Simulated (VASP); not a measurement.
The system is Gd.

```
CELL_PARAMETERS angstrom
3.61160 0.00000 0.00000
-1.80580 3.12773 0.00000
0.00000 0.00000 5.74379
ATOMIC_POSITIONS crystal
Gd 0.66667 0.33333 0.75000
Gd 0.33333 0.66667 0.25000
```

Base run:

```yaml
Program: VASP 6.6.1
Functional: r2SCAN
Potentials_or_basis: VASP PAW PBE potentials, release 64 (Gd)
Cutoff: 520 eV
k_mesh: 8 × 8 × 5
Occupations: fermi-dirac, width 0.05 eV
Spin: collinear spin, ferromagnetic start
Starting_moments: "[7.0, 7.0] μB"
```

Its results: pressure 1.7 GPa; net moment 15.86 μB per cell; site moments Gd +7.09 μB.

The run is repeated on the same cell with these changes: functional from r2SCAN to PBEsol; further incar settings from ALGO = Normal; EDIFF = 1e-07; NBANDS = 29 to ALGO = Normal; EDIFF = 1e-06; NBANDS = 29. What comes out?

Pressure -1.1 GPa; net moment 15.20 μB per cell; site moments Gd +6.99 μB.

Caveats: the PAW data sets were made with another functional, which shifts forces and pressure a little.
